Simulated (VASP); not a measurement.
# Pd (Cmcm) in VASP: single point with PBEsol

Aim: the single point of Pd with PBEsol.

All numbers are computed with VASP 6.6.1; they aren't measurements. Logs are shortened: lines on timing, memory, paths and dates and some standing lists are left out, and cuts for length are marked.

## 1. The cell of the first run

It takes space group Cmcm (No. 63, orthorhombic). The conventional cell has a = 2.784 Å, b = 4.821 Å, c = 4.629 Å, α = 90.00°, β = 90.00°, γ = 90.00°. Pd (site symmetry m2m) has 12 Pd at 2.73 to 2.86 Å within 3.6 Å.

## 2. Single point, PBEsol, collinear spin, ferromagnetic start

File INCAR:

```
SYSTEM = Pd
PREC     = Accurate       ! precision mode
ENCUT    = 520            ! plane-wave cutoff, eV
EDIFF    = 1E-6           ! SCF threshold, eV
ISMEAR   = 0              ! smearing method
SIGMA    = 0.05           ! smearing width, eV
LREAL    = .FALSE.        ! projectors in reciprocal space
LASPH    = .TRUE.         ! aspherical terms in the spheres
NELM     = 150            ! most SCF steps
ALGO     = Fast           ! electronic algorithm
ISIF     = 2              ! what is computed and relaxed
LWAVE    = .FALSE.        ! write WAVECAR
LCHARG   = .FALSE.        ! write CHGCAR
ISPIN    = 2              ! spin polarisation
MAGMOM   = 0.41 0.41      ! initial moments
LORBIT   = 11             ! projections on sites
LMAXMIX  = 4              ! l up to which the mixer works
GGA      = PS             ! functional
NBANDS   = 21             ! bands
```

File KPOINTS:

```
Automatic mesh
0
G
  15 15 8
  0 0 0
```

File POSCAR:

```
Pd
1.0
    2.7836650458      0.0000000000      0.0000000000
   -1.3918325229      2.4107246453      0.0000000000
    0.0000000000      0.0000000000      4.6288930000
Pd
2
Direct
    0.6666666700      0.3333333300      0.7500000000
    0.3644443074      0.7288886248      0.2500000000
```

Potentials or basis: VASP PAW PBE potentials, release 64 (Pd).

Started as:

```
> cat potpaw_PBE.64/Pd/POTCAR > POTCAR
> mpirun -np 1 vasp_std > vasp.out
```

OUTCAR:

```text
SYSTEM = Pd
   PREC = Accurate
   ENCUT = 520
   EDIFF = 1E-6
   ISMEAR = 0
   LREAL = .FALSE.
   LASPH = .TRUE.
   NELM = 150
   ISIF = 2
   ISPIN = 2
   LORBIT = 11
   GGA = PS

 ion  position               nearest neighbor table
   1  0.667  0.333  0.750-   2 2.73   2 2.73   2 2.86   2 2.86   2 2.86   2 2.86
   2  0.364  0.729  0.250-   1 2.73   1 2.73   1 2.86   1 2.86   1 2.86   1 2.86

  LATTYP: Found a hexagonal cell.
 ALAT       =     2.7836650458
 C/A-ratio  =     1.6628771507

  Lattice vectors:

 A1 = (   2.7836650458,   0.0000000000,   0.0000000000)
 A2 = (  -1.3918325229,   2.4107246453,   0.0000000000)
 A3 = (   0.0000000000,   0.0000000000,   4.6288930000)

Analysis of symmetry for initial positions (statically):
=====================================================================
 Subroutine PRICEL returns:
 Original cell was already a primitive cell.

 Routine SETGRP: Setting up the symmetry group for a
 hexagonal supercell.

 Subroutine GETGRP returns: Found  8 space group operations
 (whereof  2 operations were pure point group operations)
 out of a pool of 24 trial point group operations.

The static configuration has the point symmetry C_1h.
 The point group associated with its full space group is D_2h.

Analysis of symmetry for dynamics (positions and initial velocities):
=====================================================================
 Subroutine PRICEL returns:
 Original cell was already a primitive cell.

 Routine SETGRP: Setting up the symmetry group for a
 hexagonal supercell.

 Subroutine GETGRP returns: Found  8 space group operations
 (whereof  2 operations were pure point group operations)
 out of a pool of 24 trial point group operations.

The dynamic configuration has the point symmetry C_1h.
 The point group associated with its full space group is D_2h.

Analysis of structural, dynamic, and magnetic symmetry:
=====================================================================
 Subroutine PRICEL returns:
 Original cell was already a primitive cell.

 Routine SETGRP: Setting up the symmetry group for a
 hexagonal supercell.

 Subroutine GETGRP returns: Found  8 space group operations
 (whereof  2 operations were pure point group operations)
 out of a pool of 24 trial point group operations.

The overall configuration has the point symmetry C_1h.
 The point group associated with its full space group is D_2h.

 Subroutine INISYM returns: Found  8 space group operations
 (whereof  2 operations are pure point group operations),
 and found     1 'primitive' translations

----------------------------------------------------------------------------------------

                                     Primitive cell

  volume of cell :      31.0629

  direct lattice vectors                    reciprocal lattice vectors
     2.783665046  0.000000000  0.000000000     0.359238624  0.207406516  0.000000000
    -1.391832523  2.410724645  0.000000000     0.000000000  0.414813032  0.000000000
     0.000000000  0.000000000  4.628893000     0.000000000  0.000000000  0.216034374

  length of vectors
     2.783665046  2.783665046  4.628893000     0.414813032  0.414813032  0.216034374

  position of ions in fractional coordinates (direct lattice)
     0.666666670  0.333333330  0.750000000
     0.364444307  0.728888625  0.250000000

  ion indices of the primitive-cell ions
   primitive index   ion index
                 1           1
                 2           2

----------------------------------------------------------------------------------------

 KPOINTS: Automatic mesh

Automatic generation of k-mesh.
 Grid dimensions read from file:
 generate k-points for:   15   15    8

 Generating k-lattice:

  Cartesian coordinates                     Fractional coordinates (reciprocal lattice)
     0.023949242  0.013827101  0.000000000     0.066666667  0.000000000  0.000000000
     0.000000000  0.027654202  0.000000000     0.000000000  0.066666667  0.000000000
     0.000000000  0.000000000  0.027004297     0.000000000  0.000000000  0.125000000

  Length of vectors
     0.027654202  0.027654202  0.027004297

  Shift w.r.t. Gamma in fractional coordinates (k-lattice)
     0.000000000  0.000000000  0.000000000

 Subroutine IBZKPT returns following result:
 ===========================================

 Found    320 irreducible k-points:

 Following reciprocal coordinates:
            Coordinates               Weight
  0.000000  0.000000  0.000000      1.000000
  0.066667  0.000000  0.000000      4.000000
  0.000000  0.066667  0.000000      2.000000
  0.133333  0.000000  0.000000      4.000000
  0.000000  0.133333  0.000000      2.000000
  0.200000  0.000000  0.000000      4.000000
[... 16 lines left out ...]
 -0.266667  0.200000  0.000000      4.000000
  0.266667  0.066667  0.000000      4.000000
 [... further k-points ...]
   k-points           NKPTS =    320   k-points in BZ     NKDIM =    320   number of bands    NBANDS=     21
   number of dos      NEDOS =    301   number of ions     NIONS =      2
   total plane-waves  NPLWV =  20736
   dimension x,y,z NGX =    24 NGY =   24 NGZ =   36
   dimension x,y,z NGXF=    48 NGYF=   48 NGZF=   72
   ions per type =               2
   NGX,Y,Z   is equivalent  to a cutoff of  14.33, 14.33, 12.93 a.u.
   NGXF,Y,Z  is equivalent  to a cutoff of  28.67, 28.67, 25.86 a.u.
 SYSTEM =  Pd
   PREC   = accura    normal or accurate (medium, high low for compatibility)
   ISTART =      0    job   : 0-new  1-cont  2-samecut
   ICHARG =      2    charge: 1-file 2-atom 10-const
   ISPIN  =      2    spin polarized calculation?
   LNONCOLLINEAR =      F non collinear calculations
   LSORBIT =      F    spin-orbit coupling
   LASPH  =      T    aspherical Exc in radial PAW
   ENCUT  =  520.0 eV  38.22 Ry    6.18 a.u.   5.18  5.18  8.61*2*pi/ulx,y,z
   NELM   =    150;   NELMIN=  2; NELMDL= -5     # of ELM steps
   EDIFF  = 0.1E-05   stopping-criterion for ELM
   LREAL  =      F    real-space projection
[... 7 lines left out ...]
   TEBEG  =    0.0;   TEEND  =   0.0 temperature during run
   PSTRESS=    0.0 pullay stress
   NELECT =      20.0000    total number of electrons
   NUPDOWN=      -1.0000    fix difference up-down
   EMIN   =  10.00;   EMAX   =-10.00  energy-range for DOS
   EFERMI =   0.00;   METHOD = LEGACY
   ISMEAR =     0;   SIGMA  =   0.05  broadening in eV -4-tet -1-fermi 0-gaus
   EFERMI_NEDOS =   21; number of points for ismear=-14 and -15
   IALGO  =     68    algorithm
   IMIX   =      4    mixing-type and parameters
     AMIX     =   0.40;   BMIX     =  1.00
     AMIX_MAG =   1.60;   BMIX_MAG =  1.00
  volume/ion in A,a.u.               =      15.53       104.81
  Fermi-wavevector in a.u.,A,eV,Ry     =   1.413636  2.671385 27.189429  1.998367
  Thomas-Fermi vector in A             =   2.535261
   LORBIT       =     11    0 simple, 1 ext, 2 COOP (PROOUT), +10 PAW based schemes
   GGA     = PS    functional components
   LHFCALC =     F    Hartree Fock is set to
   AEXX    =    0.0000 exact exchange contribution
   IVDW    =     0    specifies the selected vdW correction
   LEPSILON=     F    determine dielectric tensor
   LRPA    =     F    only Hartree local field effects (RPA)
 spin polarized calculation
 RMM-DIIS sequential band-by-band and
 Gauss-broadening in eV      SIGMA  =   0.05
  energy-cutoff  :      520.00
  volume of cell :       31.06
 maximum number of plane-waves:       851
 NGX is ok and might be reduce to    24
   NGX = 11   NGY = 11   NGZ = 17

 number of electron      20.0000004 magnetization       0.7790472

 Free energy of the ion-electron system (eV)
  ---------------------------------------------------
  ext. energy  EPLUGINS =         0.00000000
  ---------------------------------------------------
  free energy    TOTEN  =       -11.78091969 eV

  energy without entropy =      -11.77641787  energy(sigma->0) =      -11.77866878

 E-fermi :   8.8046     XC(G=0): -13.0576

 val. band max:        8.8045029230   @ k =   0.2000   0.1333   0.1250
 cond. band min:       8.8047808660   @ k =  -0.4000   0.3333   0.2500
 fundamental gap:      0.0002779430
 Fermi energy:         8.8046183302

 spin component 1

 k-point     1 :       0.0000    0.0000    0.0000
  band No.  band energies     occupation
      1       1.9142      1.00000
      2       3.7197      1.00000
      3       5.8183      1.00000
      4       6.0819      1.00000
      5       6.1644      1.00000
      6       6.3718      1.00000
[... 13 lines left out ...]
     20      32.5472      0.00000
     21      33.4899      0.00000

 k-point     2 :       0.0667    0.0000    0.0000
  band No.  band energies     occupation
      1       2.0532      1.00000
      2       3.8159      1.00000
      3       5.7841      1.00000
      4       6.1536      1.00000
      5       6.2120      1.00000
      6       6.3457      1.00000
[... 520 lines left out ...]
 k-point    24 :       0.2667    0.0667    0.0000
  band No.  band energies     occupation
      1       3.9628      1.00000
      2       4.3670      1.00000
      3       5.0016      1.00000
      4       5.7987      1.00000
      5       6.1947      1.00000
      6       6.2132      1.00000
[... 13 lines left out ...]
     20      31.2247      0.00000
     21      32.9689      0.00000

 [... further k-points ...]

 spin component 2

 k-point     1 :       0.0000    0.0000    0.0000
  band No.  band energies     occupation
      1       1.9452      1.00000
      2       3.9183      1.00000
      3       6.1197      1.00000
      4       6.3612      1.00000
      5       6.4444      1.00000
      6       6.6571      1.00000
[... 13 lines left out ...]
     20      32.6108      0.00000
     21      33.5173      0.00000

 k-point     2 :       0.0667    0.0000    0.0000
  band No.  band energies     occupation
      1       2.0843      1.00000
      2       4.0164      1.00000
      3       6.0762      1.00000
      4       6.4386      1.00000
      5       6.4950      1.00000
      6       6.6293      1.00000
[... 520 lines left out ...]
 k-point    24 :       0.2667    0.0667    0.0000
  band No.  band energies     occupation
      1       4.0644      1.00000
      2       4.5928      1.00000
      3       5.1835      1.00000
      4       6.0107      1.00000
      5       6.4466      1.00000
      6       6.4840      1.00000
[... 13 lines left out ...]
     20      31.3082      0.00000
     21      33.0060      0.00000

 [... further k-points ...]
[... 5 lines left out ...]
  --------------------------------------------------------------------------------------
  -------------------------------------------------------------------------------------
  Total       -2.2210046     -1.7955261     -1.8217558     -0.0000000      0.0000000      0.0000000
  in kB     -114.5561228    -92.6105748    -93.9634629     -0.0000000      0.0000000      0.0000000
  external PRESSURE =    -100.3767202 kB  Pullay stress =       0.0000000 kB

 VOLUME and BASIS-vectors are now :
 -----------------------------------------------------------------------------
  energy-cutoff  :      520.00
  volume of cell :       31.06
      direct lattice vectors                 reciprocal lattice vectors
     2.783665046  0.000000000  0.000000000     0.359238624  0.207406516  0.000000000
    -1.391832523  2.410724645  0.000000000     0.000000000  0.414813032  0.000000000
     0.000000000  0.000000000  4.628893000     0.000000000  0.000000000  0.216034374

 POSITION                                       TOTAL-FORCE (eV/Angst)
 -----------------------------------------------------------------------------------
      1.39183      0.80357      3.47167        -0.000000      0.201929      0.000000
     -0.00000      1.75715      1.15722         0.000000     -0.201929      0.000000
 -----------------------------------------------------------------------------------
    total drift:                               -0.000003      0.000001     -0.000000

  FREE ENERGIE OF THE ION-ELECTRON SYSTEM (eV)
  ---------------------------------------------------
  free  energy   TOTEN  =       -11.7809196902 eV

  energy  without entropy=      -11.7764178692  energy(sigma->0) =      -11.77866878

 total charge

# of ion       s       p       d       tot
------------------------------------------
    1        0.456   0.431   8.440   9.327
    2        0.456   0.431   8.440   9.327
--------------------------------------------------
tot          0.912   0.862  16.880  18.654

 magnetization (x)

# of ion       s       p       d       tot
------------------------------------------
    1       -0.002  -0.008   0.401   0.390
    2       -0.002  -0.008   0.401   0.390
--------------------------------------------------
tot         -0.005  -0.017   0.802   0.780
```

Wall time 4.2 min (1 thread of Intel Xeon 6975P-C, shared host); peak memory 0.39 GiB.

Results:

| Property | Result |
| --- | --- |
| Free energy | -11.7809 eV |
| Pressure | -10.0 GPa |
| Largest force | 0.202 eV/Å |
| Net moment | 0.78 μB per cell |
| Site moments | Pd +0.39 μB |
| Valence electrons inside the program's atomic spheres | Pd 9.33 |

Forces in eV/Å, atoms in the order of the input:
```
Pd   0.000  0.202  0.000
Pd   0.000 -0.202  0.000
```

Stress tensor (GPa, compression positive):
```
-11.46   0.00   0.00
  0.00  -9.26   0.00
  0.00   0.00  -9.40
```

Caveat: the PAW data sets were made with another functional, which shifts forces and pressure a little.
